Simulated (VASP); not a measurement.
# LiCl (P1) in VASP: single point with PBE

Aim: the single point of LiCl with PBE.

Everything below comes from runs of VASP 6.6.1. Logs are shortened: lines on timing, memory, paths and dates and some standing lists are left out, and cuts for length are marked.

## 1. The cell of the first run

The typed cell holds 8 atoms: a = 4.037 Å, b = 4.040 Å, c = 16.472 Å, α = 95.63°, β = 78.69°, γ = 119.99°.

## 2. Single point, PBE

INCAR

```
SYSTEM = LiCl
  PREC = Accurate
  ENCUT = 520
  EDIFF = 1E-6
  ISMEAR = 0
  SIGMA = 0.1
  LREAL = .False.
  LASPH = .True.
  NELM = 100
  ALGO = Normal
  ISIF = 2
  LWAVE = .False.
  LCHARG = .False.
  GGA = PE
  NBANDS = 30
```

KPOINTS

```
Automatic mesh
0
Gamma
  4 4 1
  0 0 0
```

POSCAR

```
LiCl
1.0
   -4.0206513334     -0.0001424938      0.3684312871
    2.0112559666     -3.4993497472     -0.1847708592
   -1.7436868808     -0.0000840565     16.3795630146
Li Cl
4 4
Direct
    0.5336386227      0.8343470696      0.0592317260
    0.6940037889      0.8322028858      0.5728323909
    0.4660428197      0.1655702128      0.4407013463
    0.3064688951      0.1678892586      0.9270465443
    0.8164850673      0.8320163536      0.4191542747
    0.6570076066      0.8343062279      0.9053542621
    0.1828936228      0.1679170800      0.0811397400
    0.3434595771      0.1657509117      0.5945397158
```

Potentials or basis: VASP PAW PBE potentials, release 64 (Li_sv, Cl).

The run is started by

```sh
$ cat potpaw_PBE.64/Li_sv/POTCAR potpaw_PBE.64/Cl/POTCAR > POTCAR
$ mpirun -np 1 vasp_std > vasp.out
```

OUTCAR:

```text
SYSTEM = LiCl
   PREC = Accurate
   ENCUT = 520
   EDIFF = 1E-6
   ISMEAR = 0
   LREAL = .False.
   LASPH = .True.
   NELM = 100
   ISIF = 2
   GGA = PE

 ion  position               nearest neighbor table
   1  0.534  0.834  0.059-   7 2.36   7 2.36   7 2.36   6 2.49
   2  0.694  0.832  0.573-   8 2.36   8 2.36   8 2.36   5 2.48
   3  0.466  0.166  0.441-   5 2.36   5 2.36   5 2.36   8 2.48
   4  0.306  0.168  0.927-   6 2.36   6 2.36   6 2.36   7 2.49
   5  0.816  0.832  0.419-   3 2.36   3 2.36   3 2.36   2 2.48
   6  0.657  0.834  0.905-   4 2.36   4 2.36   4 2.36   1 2.49
   7  0.183  0.168  0.081-   1 2.36   1 2.36   1 2.36   4 2.49
   8  0.343  0.166  0.595-   2 2.36   2 2.36   2 2.36   3 2.48

  LATTYP: Found a triclinic cell.
 ALAT       =     4.0374965979
 B/A-ratio  =     1.0007162690
 C/A-ratio  =     4.0055083626
 COS(alpha) =     0.0248073421
 COS(beta)  =     0.0498638930
 COS(gamma) =     0.4998533836

  Lattice vectors:

 A1 = (  -4.0206513334,  -0.0001424938,   0.3684312871)
 A2 = (  -2.0112559666,   3.4993497472,   0.1847708592)
 A3 = (  -2.2769644526,  -0.0000584373, -16.0111317275)

Analysis of symmetry for initial positions (statically):
=====================================================================
 Subroutine PRICEL returns:
 Original cell was already a primitive cell.

 Routine SETGRP: Setting up the symmetry group for a
 triclinic supercell.

 Subroutine GETGRP returns: Found  1 space group operations
 (whereof  1 operations were pure point group operations)
 out of a pool of  2 trial point group operations.

The static configuration has the point symmetry C_1 .

Analysis of symmetry for dynamics (positions and initial velocities):
=====================================================================
 Subroutine PRICEL returns:
 Original cell was already a primitive cell.

 Routine SETGRP: Setting up the symmetry group for a
 triclinic supercell.

 Subroutine GETGRP returns: Found  1 space group operations
 (whereof  1 operations were pure point group operations)
 out of a pool of  2 trial point group operations.

The dynamic configuration has the point symmetry C_1 .

 Subroutine INISYM returns: Found  1 space group operations
 (whereof  1 operations are pure point group operations),
 and found     1 'primitive' translations

----------------------------------------------------------------------------------------

                                     Primitive cell

  volume of cell :     228.2115

  direct lattice vectors                    reciprocal lattice vectors
    -4.020651333 -0.000142494  0.368431287    -0.251160992 -0.142943307 -0.026738085
     2.011255967 -3.499349747 -0.184770859     0.000010092 -0.285761557 -0.000000392
    -1.743686881 -0.000084057 16.379563015     0.005649567 -0.000008280  0.061653115

  length of vectors
     4.037496598  4.040388532 16.472113662     0.290223290  0.285761557  0.061911422

  position of ions in fractional coordinates (direct lattice)
     0.533638623  0.834347070  0.059231726
     0.694003789  0.832202886  0.572832391
     0.466042820  0.165570213  0.440701346
     0.306468895  0.167889259  0.927046544
     0.816485067  0.832016354  0.419154275
     0.657007607  0.834306228  0.905354262
     0.182893623  0.167917080  0.081139740
     0.343459577  0.165750912  0.594539716

  ion indices of the primitive-cell ions
   primitive index   ion index
                 1           1
                 2           2
                 3           3
                 4           4
                 5           5
                 6           6
                 7           7
                 8           8

----------------------------------------------------------------------------------------

 KPOINTS: Automatic mesh

Automatic generation of k-mesh.
 Grid dimensions read from file:
 generate k-points for:    4    4    1

 Generating k-lattice:

  Cartesian coordinates                     Fractional coordinates (reciprocal lattice)
    -0.062790248 -0.035735827 -0.006684521     0.250000000 -0.000000000  0.000000000
     0.000002523 -0.071440389 -0.000000098    -0.000000000  0.250000000 -0.000000000
     0.005649567 -0.000008280  0.061653115    -0.000000000  0.000000000  1.000000000

  Length of vectors
     0.072555823  0.071440389  0.061911422

  Shift w.r.t. Gamma in fractional coordinates (k-lattice)
     0.000000000  0.000000000  0.000000000

 Subroutine IBZKPT returns following result:
 ===========================================

 Found     10 irreducible k-points:

 Following reciprocal coordinates:
            Coordinates               Weight
  0.000000  0.000000  0.000000      1.000000
  0.250000  0.000000 -0.000000      2.000000
  0.500000  0.000000 -0.000000      1.000000
 -0.000000  0.250000  0.000000      2.000000
  0.250000  0.250000 -0.000000      2.000000
  0.500000  0.250000 -0.000000      2.000000
 -0.250000  0.250000  0.000000      2.000000
 -0.000000  0.500000  0.000000      1.000000
  0.250000  0.500000 -0.000000      2.000000
  0.500000  0.500000 -0.000000      1.000000
   k-points           NKPTS =     10   k-points in BZ     NKDIM =     10   number of bands    NBANDS=     30
   number of dos      NEDOS =    301   number of ions     NIONS =      8
   total plane-waves  NPLWV = 113400
   dimension x,y,z NGX =    30 NGY =   30 NGZ =  126
   dimension x,y,z NGXF=    60 NGYF=   60 NGZF=  252
   ions per type =               4   4
   NGX,Y,Z   is equivalent  to a cutoff of  12.35, 12.34, 12.72 a.u.
   NGXF,Y,Z  is equivalent  to a cutoff of  24.71, 24.69, 25.43 a.u.
 SYSTEM =  LiCl
   PREC   = accura    normal or accurate (medium, high low for compatibility)
   ISTART =      0    job   : 0-new  1-cont  2-samecut
   ICHARG =      2    charge: 1-file 2-atom 10-const
   ISPIN  =      1    spin polarized calculation?
   LNONCOLLINEAR =      F non collinear calculations
   LSORBIT =      F    spin-orbit coupling
   LASPH  =      T    aspherical Exc in radial PAW
   ENCUT  =  520.0 eV  38.22 Ry    6.18 a.u.   7.51  7.51 30.63*2*pi/ulx,y,z
   NELM   =    100;   NELMIN=  2; NELMDL= -5     # of ELM steps
   EDIFF  = 0.1E-05   stopping-criterion for ELM
   LREAL  =      F    real-space projection
   EDIFFG = 0.1E-04   stopping-criterion for IOM
   NSW    =      0    number of steps for IOM
   IBRION =     -1    ionic relax: 0-MD 1-quasi-New 2-CG
   NFREE  =      0    steps in history (QN), initial steepest desc. (CG)
   ISIF   =      2    stress and relaxation
   ISYM   =      2    0-nonsym 1-usesym 2-fastsym
   POTIM  = 0.5000    time-step for ionic-motion
   TEBEG  =    0.0;   TEEND  =   0.0 temperature during run
   PSTRESS=    0.0 pullay stress
   NELECT =      40.0000    total number of electrons
   NUPDOWN=      -1.0000    fix difference up-down
   EMIN   =  10.00;   EMAX   =-10.00  energy-range for DOS
   EFERMI =   0.00;   METHOD = LEGACY
   ISMEAR =     0;   SIGMA  =   0.10  broadening in eV -4-tet -1-fermi 0-gaus
   EFERMI_NEDOS =   21; number of points for ismear=-14 and -15
   IALGO  =     38    algorithm
   IMIX   =      4    mixing-type and parameters
     AMIX     =   0.40;   BMIX     =  1.00
     AMIX_MAG =   1.60;   BMIX_MAG =  1.00
  volume/ion in A,a.u.               =      28.53       192.51
  Fermi-wavevector in a.u.,A,eV,Ry     =   0.916183  1.731335 11.420615  0.839392
  Thomas-Fermi vector in A             =   2.041010
   LORBIT       =      0    0 simple, 1 ext, 2 COOP (PROOUT), +10 PAW based schemes
   GGA     = PE    functional components
   LHFCALC =     F    Hartree Fock is set to
   AEXX    =    0.0000 exact exchange contribution
   IVDW    =     0    specifies the selected vdW correction
   LEPSILON=     F    determine dielectric tensor
   LRPA    =     F    only Hartree local field effects (RPA)
 non-spin polarized calculation
 Gauss-broadening in eV      SIGMA  =   0.10
  energy-cutoff  :      520.00
  volume of cell :      228.21
 maximum number of plane-waves:      6182
   NGX = 15   NGY = 15   NGZ = 61

 number of electron      40.0000014 magnetization

 Free energy of the ion-electron system (eV)
  ---------------------------------------------------
  ext. energy  EPLUGINS =         0.00000000
  ---------------------------------------------------
  free energy    TOTEN  =       -29.44539326 eV

  energy without entropy =      -29.44539326  energy(sigma->0) =      -29.44539326

 E-fermi :  -2.4694     XC(G=0):  -6.1767

 val. band max:       -3.0000120738   @ k =  -0.2500   0.2500   0.0000
 cond. band min:       2.8142763153   @ k =   0.0000   0.0000   0.0000
 fundamental gap:      5.8142883891
 Fermi energy:        -2.4693605946

 k-point     1 :       0.0000    0.0000    0.0000
  band No.  band energies     occupation
      1     -45.9762      2.00000
      2     -45.9688      2.00000
      3     -45.9665      2.00000
      4     -45.9601      2.00000
      5     -15.6113      2.00000
      6     -15.6091      2.00000
[... 22 lines left out ...]
     29       6.6658      0.00000
     30       6.6678      0.00000

 k-point     2 :       0.2500    0.0000   -0.0000
  band No.  band energies     occupation
      1     -45.9753      2.00000
      2     -45.9678      2.00000
      3     -45.9668      2.00000
      4     -45.9605      2.00000
      5     -15.5222      2.00000
      6     -15.5205      2.00000
[... 22 lines left out ...]
     29       7.3015      0.00000
     30       7.4772      0.00000

 k-point     3 :       0.5000    0.0000   -0.0000
  band No.  band energies     occupation
      1     -45.9742      2.00000
      2     -45.9672      2.00000
      3     -45.9665      2.00000
      4     -45.9611      2.00000
      5     -15.4050      2.00000
      6     -15.4034      2.00000
[... 220 lines left out ...]
     29       7.0804      0.00000
     30       7.2383      0.00000

 k-point    10 :       0.5000    0.5000   -0.0000
  band No.  band energies     occupation
      1     -45.9742      2.00000
      2     -45.9672      2.00000
      3     -45.9665      2.00000
      4     -45.9611      2.00000
      5     -15.4056      2.00000
      6     -15.4030      2.00000
[... 22 lines left out ...]
     29       7.2508      0.00000
     30       7.7818      0.00000

------------------------ aborting loop because EDIFF is reached ----------------------------------------

  FORCE on cell =-STRESS in cart. coord.  units (eV):
  Direction    XX          YY          ZZ          XY          YZ          ZX
  --------------------------------------------------------------------------------------
  -------------------------------------------------------------------------------------
  Total       -0.0204665     -0.0261527     -0.1730823      0.0032381     -0.0027057     -0.0063486
  in kB       -0.1436867     -0.1836071     -1.2151384      0.0227332     -0.0189954     -0.0445706
  external PRESSURE =      -0.5141441 kB  Pullay stress =       0.0000000 kB

 VOLUME and BASIS-vectors are now :
 -----------------------------------------------------------------------------
  energy-cutoff  :      520.00
  volume of cell :      228.21
      direct lattice vectors                 reciprocal lattice vectors
    -4.020651333 -0.000142494  0.368431287    -0.251160992 -0.142943307 -0.026738085
     2.011255967 -3.499349747 -0.184770859     0.000010092 -0.285761557 -0.000000392
    -1.743686881 -0.000084057 16.379563015     0.005649567 -0.000008280  0.061653115

 POSITION                                       TOTAL-FORCE (eV/Angst)
 -----------------------------------------------------------------------------------
     -0.57077     -2.91975      1.01264         0.000496      0.000438      0.002726
     -2.11541     -2.91232      9.48467        -0.000281      0.000409      0.002751
     -2.30924     -0.57949      7.35961        -0.000766     -0.000781      0.002371
     -2.51102     -0.58762     15.26651         0.001381      0.000070      0.002805
     -2.34028     -2.91167      7.01265        -0.000796      0.000432     -0.002590
     -2.54225     -2.91970     14.91721         0.001961      0.000303      0.004775
     -0.53911     -0.58763      1.36539        -0.002201     -0.000500     -0.013364
     -2.08425     -0.58012      9.83422         0.000207     -0.000372      0.000525
 -----------------------------------------------------------------------------------
    total drift:                               -0.000047     -0.000030      0.000023

  FREE ENERGIE OF THE ION-ELECTRON SYSTEM (eV)
  ---------------------------------------------------
  free  energy   TOTEN  =       -29.4453932554 eV

  energy  without entropy=      -29.4453932554  energy(sigma->0) =      -29.44539326
```

Wall time 1.7 min (1 thread of Intel Xeon Platinum 8175M at 2.50GHz (Skylake/Cascade Lake), shared host); peak memory 0.33 GiB.

What came out:

* Free energy: -29.4454 eV
* Largest force: 0.014 eV/Å
* Band gap on the k mesh: 5.81 eV, indirect (least direct gap 5.87 eV)

Forces on the atoms (eV/Å):
```
Li   0.000  0.000  0.003
Li   0.000  0.000  0.003
Li  -0.001 -0.001  0.002
Li   0.001  0.000  0.003
Cl  -0.001  0.000 -0.003
Cl   0.002  0.000  0.005
Cl  -0.002 -0.001 -0.013
Cl   0.000  0.000  0.001
```

Caveat: the k points lie up to 0.46 Å⁻¹ apart; the cutoff is under 1.25 times the usual one of these potentials, so pressure, stress and relaxed cells hold a basis-set (Pulay) error. A k mesh can miss the band edges.
